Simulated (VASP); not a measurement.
# Mg3Sb2 (P-3m1) in VASP: notebook

The runs below take Mg3Sb2 through single point, with PBE+D4, BLYP.

All numbers are computed with VASP 6.6.1; they aren't measurements. Logs are shortened: lines on timing, memory, paths and dates and some standing lists are left out, and cuts for length are marked.

### Step 1. The cell of the first run

The structure is trigonal, space group P-3m1 (No. 164). The conventional cell has a = 4.568 Å, b = 4.568 Å, c = 7.212 Å, α = 90.00°, β = 90.00°, γ = 120.00°. Sb (site symmetry 3m) has 7 Mg at 2.83 to 3.10 Å within 3.7 Å. Mg (site symmetry -3m) has 6 Sb at 3.10 Å and 6 Mg at 3.74 Å within 4.1 Å. Mg (site symmetry 3m) has 4 Sb at 2.83 to 2.94 Å and 6 Mg at 3.25 to 3.74 Å within 3.8 Å.

### Step 2. Single point, PBE+D4 (26.06 Å³/atom)

The input, INCAR:

```
SYSTEM = Mg3Sb2
  PREC = Accurate
  ENCUT = 600
  EDIFF = 1E-6
  ISMEAR = 0
  SIGMA = 0.05
  LREAL = .FALSE.
  LASPH = .TRUE.
  NELM = 120
  ALGO = Normal
  ISIF = 2
  LWAVE = .FALSE.
  LCHARG = .FALSE.
  GGA = PE
  IVDW = 13
  NBANDS = 16
  GGA_COMPAT = .FALSE.
```

The input, KPOINTS:

```
regular mesh
0
G
  6 6 4
  0 0 0
```

The input, POSCAR:

```
Mg3Sb2
1.0
    4.5675956866      0.0000000000      0.0000000000
   -2.2837978433      3.9556538988      0.0000000000
    0.0000000000      0.0000000000      7.2117661255
Sb Mg
2 3
Direct
    0.3333333333      0.6666666667      0.2248022568
    0.6666666667      0.3333333333      0.7751977432
    0.0000000000      0.0000000000      0.0000000000
    0.3333333333      0.6666666667      0.6322646786
    0.6666666667      0.3333333333      0.3677353214
```

Potentials or basis: VASP PAW PBE potentials, release 64 (Sb, Mg).

Launch:

```
$ cat potpaw_PBE.64/Sb/POTCAR potpaw_PBE.64/Mg/POTCAR > POTCAR
$ mpirun -np 1 vasp_std > vasp.out
```

OUTCAR:

```text
SYSTEM = Mg3Sb2
   PREC = Accurate
   ENCUT = 600
   EDIFF = 1E-6
   ISMEAR = 0
   LREAL = .FALSE.
   LASPH = .TRUE.
   NELM = 120
   ISIF = 2
   GGA = PE
   IVDW = 13

 ion  position               nearest neighbor table
   1  0.333  0.667  0.225-   5 2.83   5 2.83   5 2.83   4 2.94   3 3.10   3 3.10   3 3.10
   2  0.667  0.333  0.775-   4 2.83   4 2.83   4 2.83   5 2.94   3 3.10   3 3.10   3 3.10
   3  0.000  0.000  0.000-   1 3.10   2 3.10   1 3.10   2 3.10   2 3.10   1 3.10
   4  0.333  0.667  0.632-   2 2.83   2 2.83   2 2.83   1 2.94   5 3.25   5 3.25   5 3.25
   5  0.667  0.333  0.368-   1 2.83   1 2.83   1 2.83   2 2.94   4 3.25   4 3.25   4 3.25

  LATTYP: Found a hexagonal cell.
 ALAT       =     4.5675956866
 C/A-ratio  =     1.5788976565

  Lattice vectors:

 A1 = (   4.5675956866,   0.0000000000,   0.0000000000)
 A2 = (  -2.2837978433,   3.9556538988,   0.0000000000)
 A3 = (   0.0000000000,   0.0000000000,   7.2117661255)

Analysis of symmetry for initial positions (statically):
=====================================================================
 Subroutine PRICEL returns:
 Original cell was already a primitive cell.

 Routine SETGRP: Setting up the symmetry group for a
 hexagonal supercell.

 Subroutine GETGRP returns: Found 12 space group operations
 (whereof 12 operations were pure point group operations)
 out of a pool of 24 trial point group operations.

The static configuration has the point symmetry D_3d.

Analysis of symmetry for dynamics (positions and initial velocities):
=====================================================================
 Subroutine PRICEL returns:
 Original cell was already a primitive cell.

 Routine SETGRP: Setting up the symmetry group for a
 hexagonal supercell.

 Subroutine GETGRP returns: Found 12 space group operations
 (whereof 12 operations were pure point group operations)
 out of a pool of 24 trial point group operations.

The dynamic configuration has the point symmetry D_3d.

 Subroutine INISYM returns: Found 12 space group operations
 (whereof 12 operations are pure point group operations),
 and found     1 'primitive' translations

----------------------------------------------------------------------------------------

                                     Primitive cell

  volume of cell :     130.3009

  direct lattice vectors                    reciprocal lattice vectors
     4.567595687  0.000000000  0.000000000     0.218933563  0.126401352  0.000000000
    -2.283797843  3.955653899  0.000000000     0.000000000  0.252802704  0.000000000
     0.000000000  0.000000000  7.211766125     0.000000000  0.000000000  0.138662289

  length of vectors
     4.567595687  4.567595687  7.211766125     0.252802704  0.252802704  0.138662289

  position of ions in fractional coordinates (direct lattice)
     0.333333333  0.666666667  0.224802257
     0.666666667  0.333333333  0.775197743
     0.000000000  0.000000000  0.000000000
     0.333333333  0.666666667  0.632264679
     0.666666667  0.333333333  0.367735321

  ion indices of the primitive-cell ions
   primitive index   ion index
                 1           1
                 2           2
                 3           3
                 4           4
                 5           5

----------------------------------------------------------------------------------------

 KPOINTS: regular mesh

Automatic generation of k-mesh.
 Grid dimensions read from file:
 generate k-points for:    6    6    4

 Generating k-lattice:

  Cartesian coordinates                     Fractional coordinates (reciprocal lattice)
     0.036488927  0.021066892  0.000000000     0.166666667  0.000000000  0.000000000
     0.000000000  0.042133784  0.000000000     0.000000000  0.166666667  0.000000000
     0.000000000  0.000000000  0.034665572     0.000000000  0.000000000  0.250000000

  Length of vectors
     0.042133784  0.042133784  0.034665572

  Shift w.r.t. Gamma in fractional coordinates (k-lattice)
     0.000000000  0.000000000  0.000000000

 Subroutine IBZKPT returns following result:
 ===========================================

 Found     24 irreducible k-points:

 Following reciprocal coordinates:
            Coordinates               Weight
  0.000000  0.000000  0.000000      1.000000
  0.166667  0.000000  0.000000      6.000000
  0.333333  0.000000  0.000000      6.000000
  0.500000  0.000000  0.000000      3.000000
  0.166667  0.166667  0.000000      6.000000
  0.333333  0.166667  0.000000     12.000000
[... 16 lines left out ...]
  0.333333  0.166667  0.500000     12.000000
  0.333333  0.333333  0.500000      2.000000
   k-points           NKPTS =     24   k-points in BZ     NKDIM =     24   number of bands    NBANDS=     16
   number of dos      NEDOS =    301   number of ions     NIONS =      5
   total plane-waves  NPLWV =  77760
   dimension x,y,z NGX =    36 NGY =   36 NGZ =   60
   dimension x,y,z NGXF=    72 NGYF=   72 NGZF=  120
   ions per type =               2   3
   NGX,Y,Z   is equivalent  to a cutoff of  13.10, 13.10, 13.83 a.u.
   NGXF,Y,Z  is equivalent  to a cutoff of  26.21, 26.21, 27.66 a.u.
 SYSTEM =  Mg3Sb2
   PREC   = accura    normal or accurate (medium, high low for compatibility)
   ISTART =      0    job   : 0-new  1-cont  2-samecut
   ICHARG =      2    charge: 1-file 2-atom 10-const
   ISPIN  =      1    spin polarized calculation?
   LNONCOLLINEAR =      F non collinear calculations
   LSORBIT =      F    spin-orbit coupling
   LASPH  =      T    aspherical Exc in radial PAW
   ENCUT  =  600.0 eV  44.10 Ry    6.64 a.u.   9.12  9.12 14.40*2*pi/ulx,y,z
   NELM   =    120;   NELMIN=  2; NELMDL= -5     # of ELM steps
   EDIFF  = 0.1E-05   stopping-criterion for ELM
   LREAL  =      F    real-space projection
   EDIFFG = 0.1E-04   stopping-criterion for IOM
   NSW    =      0    number of steps for IOM
   IBRION =     -1    ionic relax: 0-MD 1-quasi-New 2-CG
   NFREE  =      0    steps in history (QN), initial steepest desc. (CG)
   ISIF   =      2    stress and relaxation
   ISYM   =      2    0-nonsym 1-usesym 2-fastsym
   POTIM  = 0.5000    time-step for ionic-motion
   TEBEG  =    0.0;   TEEND  =   0.0 temperature during run
   PSTRESS=    0.0 pullay stress
   NELECT =      16.0000    total number of electrons
   NUPDOWN=      -1.0000    fix difference up-down
   EMIN   =  10.00;   EMAX   =-10.00  energy-range for DOS
   EFERMI =   0.00;   METHOD = LEGACY
   ISMEAR =     0;   SIGMA  =   0.05  broadening in eV -4-tet -1-fermi 0-gaus
   EFERMI_NEDOS =   21; number of points for ismear=-14 and -15
   IALGO  =     38    algorithm
   IMIX   =      4    mixing-type and parameters
     AMIX     =   0.40;   BMIX     =  1.00
     AMIX_MAG =   1.60;   BMIX_MAG =  1.00
  volume/ion in A,a.u.               =      26.06       175.86
  Fermi-wavevector in a.u.,A,eV,Ry     =   0.813702  1.537675  9.008577  0.662112
  Thomas-Fermi vector in A             =   1.923476
   LORBIT       =      0    0 simple, 1 ext, 2 COOP (PROOUT), +10 PAW based schemes
   GGA     = PE    functional components
   LHFCALC =     F    Hartree Fock is set to
   AEXX    =    0.0000 exact exchange contribution
   IVDW    =    13    specifies the selected vdW correction
   LEPSILON=     F    determine dielectric tensor
   LRPA    =     F    only Hartree local field effects (RPA)
 non-spin polarized calculation
 Gauss-broadening in eV      SIGMA  =   0.05
  energy-cutoff  :      600.00
  volume of cell :      130.30
 maximum number of plane-waves:      4390
   NGX = 19   NGY = 19   NGZ = 29

 number of electron      15.9999999 magnetization

 Free energy of the ion-electron system (eV)
  ---------------------------------------------------
  ext. energy  EPLUGINS =         0.00000000
  ---------------------------------------------------
  free energy    TOTEN  =       -14.62661578 eV

  energy without entropy =      -14.62661113  energy(sigma->0) =      -14.62661346

 E-fermi :   4.6525     XC(G=0):  -8.8118

 val. band max:        4.5467331166   @ k =   0.0000   0.0000   0.0000
 cond. band min:       4.7658601704   @ k =   0.3333   0.3333   0.0000
 fundamental gap:      0.2191270537
 Fermi energy:         4.6524541578

 k-point     1 :       0.0000    0.0000    0.0000
  band No.  band energies     occupation
      1      -5.8158      2.00000
      2      -4.5409      2.00000
      3      -0.4313      2.00000
      4       3.4113      2.00000
      5       3.4113      2.00000
      6       4.1247      2.00000
[... 8 lines left out ...]
     15       8.5852      0.00000
     16       9.5313      0.00000

 k-point     2 :       0.1667    0.0000    0.0000
  band No.  band energies     occupation
      1      -5.6254      2.00000
      2      -4.4338      2.00000
      3      -0.1923      2.00000
      4       2.0110      2.00000
      5       2.8319      2.00000
      6       2.9579      2.00000
[... 8 lines left out ...]
     15       8.5667      0.00000
     16       9.0906      0.00000

 k-point     3 :       0.3333    0.0000    0.0000
  band No.  band energies     occupation
      1      -5.1242      2.00000
      2      -4.2492      2.00000
      3       0.3361      2.00000
      4       0.5947      2.00000
      5       1.3779      2.00000
      6       2.4048      2.00000
[... 8 lines left out ...]
     15       9.9518      0.00000
     16      10.0484      0.00000

 k-point     4 :       0.5000    0.0000    0.0000
  band No.  band energies     occupation
      1      -4.7038      2.00000
      2      -4.2712      2.00000
      3      -0.1798      2.00000
      4       0.7398      2.00000
      5       1.2477      2.00000
      6       2.1964      2.00000
[... 8 lines left out ...]
     15      10.3996      0.00000
     16      10.9009      0.00000
[... 324 lines left out ...]
 k-point    22 :       0.1667    0.1667    0.5000
  band No.  band energies     occupation
      1      -4.9303      2.00000
      2      -4.7600      2.00000
      3       0.7094      2.00000
      4       0.7744      2.00000
      5       2.3140      2.00000
      6       2.4775      2.00000
[... 8 lines left out ...]
     15       8.8733      0.00000
     16       9.7156      0.00000

 k-point    23 :       0.3333    0.1667    0.5000
  band No.  band energies     occupation
      1      -4.5258      2.00000
      2      -4.4471      2.00000
      3      -0.1083      2.00000
      4       0.1440      2.00000
      5       1.5177      2.00000
      6       1.9300      2.00000
[... 8 lines left out ...]
     15      10.0725      0.00000
     16      10.2031      0.00000

 k-point    24 :       0.3333    0.3333    0.5000
  band No.  band energies     occupation
      1      -4.3522      2.00000
      2      -4.3522      2.00000
      3       0.1844      2.00000
      4       0.1844      2.00000
      5       0.4823      2.00000
      6       1.1808      2.00000
[... 8 lines left out ...]
     15       9.6122      0.00000
     16       9.9656      0.00000

------------------------ aborting loop because EDIFF is reached ----------------------------------------

  DFT-D4 for vdW energy calculation

  Edisp (eV):   -1.42829

  FORCE on cell =-STRESS in cart. coord.  units (eV):
  Direction    XX          YY          ZZ          XY          YZ          ZX
  --------------------------------------------------------------------------------------
  -------------------------------------------------------------------------------------
  Total      -0.69568    -0.69568    -0.67784    -0.00000     0.00000     0.00000
  in kB      -8.55401    -8.55401    -8.33471    -0.00000     0.00000     0.00000
  external pressure =       -8.48 kB  Pullay stress =        0.00 kB

 VOLUME and BASIS-vectors are now :
 -----------------------------------------------------------------------------
  energy-cutoff  :      600.00
  volume of cell :      130.30
      direct lattice vectors                 reciprocal lattice vectors
     4.567595687  0.000000000  0.000000000     0.218933563  0.126401352  0.000000000
    -2.283797843  3.955653899  0.000000000     0.000000000  0.252802704  0.000000000
     0.000000000  0.000000000  7.211766125     0.000000000  0.000000000  0.138662289

 POSITION                                       TOTAL-FORCE (eV/Angst)
 -----------------------------------------------------------------------------------
     -0.00000      2.63710      1.62122         0.000000     -0.000000     -0.015988
      2.28380      1.31855      5.59054        -0.000000      0.000000      0.015988
      0.00000      0.00000      0.00000         0.000000      0.000000     -0.000000
     -0.00000      2.63710      4.55974         0.000000      0.000000     -0.002987
      2.28380      1.31855      2.65202         0.000000     -0.000000      0.002987
 -----------------------------------------------------------------------------------
    total drift:                               -0.000000      0.000000     -0.000000

  FREE ENERGIE OF THE ION-ELECTRON SYSTEM (eV)
  ---------------------------------------------------
  free  energy   TOTEN  =       -16.0549060050 eV

  energy  without entropy=      -16.0549013570  energy(sigma->0) =      -16.05490368
```

Run time: 29 s. Hardware: 1 thread of AMD EPYC 9R45 (Zen 5), shared host; peak memory 0.25 GiB.

Results:

| Property | Result |
| --- | --- |
| Free energy | -16.0549 eV |
| Pressure | -0.8 GPa |
| Largest force | 0.016 eV/Å |
| Band gap on the k mesh | 0.22 eV (least direct gap 1.10 eV) |
| Dispersion energy per atom | -0.286 eV |

Forces in eV/Å, atoms in the order of the input:
```
Sb   0.000  0.000 -0.016
Sb   0.000  0.000  0.016
Mg   0.000  0.000  0.000
Mg   0.000  0.000 -0.003
Mg   0.000  0.000  0.003
```

Caveat: semilocal functionals underestimate gaps, and a narrow one can read as zero; spin-orbit coupling is left out, which moves the levels of the heavy elements.

### Step 3. Single point, BLYP

This run uses another cell than the first one, of 26.34 Å³/atom.

The input, INCAR:

```
PREC = Accurate
ENCUT = 600
EDIFF = 1E-6
ISMEAR = 0
SIGMA = 0.05
LREAL = False
LASPH = True
NELM = 120
ALGO = Normal
ISIF = 2
LWAVE = False
LCHARG = False
GGA = B5
ALDAX = 1.0
AGGAX = 1.0
AGGAC = 1.0
ALDAC = 0.0
NBANDS = 16
GGA_COMPAT = False
```

The input, KPOINTS:

```
regular mesh
0
Gamma
  6 6 4
```

The input, POSCAR:

```
Mg3Sb2
1.0
    4.5731082825      0.0000000000      0.0000000000
   -2.2865541412      3.9604279469      0.0000000000
    0.0000000000      0.0000000000      7.2721888510
Sb Mg
2 3
Direct
    0.3333333333      0.6666666667      0.2286183359
    0.6666666667      0.3333333333      0.7713816641
    0.0000000000      0.0000000000      0.0000000000
    0.3333333333      0.6666666667      0.6319172456
    0.6666666667      0.3333333333      0.3680827544
```

Potentials or basis: VASP PAW PBE potentials, release 64 (Sb, Mg).

Launch:

```
$ cat potpaw_PBE.64/Sb/POTCAR potpaw_PBE.64/Mg/POTCAR > POTCAR
$ mpirun -np 1 vasp_std > vasp.out
```

Run time: 61 s. Hardware: 1 thread of AMD EPYC 9R45 (Zen 5), shared host; peak memory 0.28 GiB.

The run converged. Its results:

```yaml
Free_energy: -11.4068 eV
Pressure: 2.4 GPa
Largest_force: 0.025 eV/Å
Band_gap_on_the_k_mesh: 0.40 eV (least direct gap 1.23 eV)
```

Forces in eV/Å, atoms in the order of the input:
```
Sb   0.000  0.000 -0.025
Sb   0.000  0.000  0.025
Mg   0.000  0.000  0.000
Mg   0.000  0.000  0.003
Mg   0.000  0.000 -0.003
```

Levels at points of the mesh, in eV from the valence-band top:
| k point | band 6 | band 7 | band 8 | band 9 | band 10 | band 11 |
| --- | --- | --- | --- | --- | --- | --- |
| (0.00, 0.00, 0.00) | -0.34 | -0.34 | 0.00 | 1.23 | 1.44 | 3.26 |
| (0.50, 0.00, 0.00) | -2.17 | -2.10 | -0.83 | 0.57 | 2.16 | 2.34 |
| (0.00, 0.00, 0.50) | -0.73 | -0.64 | -0.64 | 1.98 | 2.07 | 2.91 |
| (0.50, 0.00, 0.50) | -1.60 | -1.56 | -1.44 | 0.49 | 1.61 | 1.85 |

Caveat: semilocal functionals underestimate gaps, and a narrow one can read as zero; the PAW data sets were made with another functional, which shifts forces and pressure a little; spin-orbit coupling is left out, which moves the levels of the heavy elements. A k mesh can miss the band edges.

(Continued in part 2 of 2.)
